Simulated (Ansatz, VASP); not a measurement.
Two plane-wave programs on Al2Cu

File INCAR:

```
SYSTEM = Al2Cu
PREC = Accurate
ENCUT = 520
EDIFF = 1E-6
ISMEAR = 0
SIGMA = 0.15
LREAL = .False.
LASPH = .True.
NELM = 60
ALGO = Normal
ISIF = 2
LWAVE = .False.
LCHARG = .False.
NBANDS = 16
```

The input KPOINTS:

```
Automatic mesh
0
Gamma
  10 10 14
  0 0 0
```

POSCAR

```
Al2Cu
1.0
    3.9479000000      0.0000000000      0.0000000000
    0.0000000000      3.9479000000      0.0000000000
    0.0000000000      0.0000000000      3.0471000000
Al Cu
2 1
Direct
    0.5000000000      0.0000000000      0.5000000000
    0.0000000000      0.5000000000      0.5000000000
    0.0000000000      0.0000000000      0.0000000000
```

Input for Ansatz:

```yaml
crystal:
  lattice:
    - [3.9479, 0.0, 0.0]
    - [0.0, 3.9479, 0.0]
    - [0.0, 0.0, 3.0471]
  atoms:
    - { symbol: Al, position: [0.5, 0.0, 0.5] }
    - { symbol: Al, position: [0.0, 0.5, 0.5] }
    - { symbol: Cu, position: [0.0, 0.0, 0.0] }
basis:
  ecutwfc: 520.0
kpoints:
  mp_grid: { grid: [10, 10, 14] }
hamiltonian:
  xc: lda
  pseudopotentials: { kind: paw, azcp: { folder: soft_1 } }
scf:
  occupations: { method: gaussian, width: 0.15 }
output:
  forces: true
  stress: true
  eigenvalues: true
```

Alike in both runs: task single point; functional LDA; k mesh 10 × 10 × 14; occupations gaussian, width 0.15 eV; no spin polarisation.

|  | VASP | Ansatz |
| --- | --- | --- |
| version | VASP 6.6.1 | Ansatz 0.2.0 |
| potentials or method | VASP PAW LDA potentials, release 64 (Al, Cu), cutoff 520 eV | scalar-relativistic, plane waves, PAW |
| valence electrons in the cell | 17 | 25 |

Ansatz gave:

- gap on the k mesh at the Fermi level (eV): none
- pressure (GPa): -2.1
- traceless stress, the component that is largest in VASP (GPa): -5.58

Problem. Estimate VASP's values.

Solution. gap on the k mesh at the Fermi level (eV): none; pressure (GPa): -2.0; traceless stress, the component that is largest in VASP (GPa): -5.58.

Ansatz warns that its potentials were made for another functional, while VASP's fit it. LDA's correlation is that of Perdew and Zunger in VASP and of Perdew and Wang (1992) in Ansatz. A gap of «none» marks a metal or a gap that the smearing closes. VASP's potentials hold 17 valence electrons a cell and Ansatz's 25, so a difference there can come from the potentials and not from the codes.
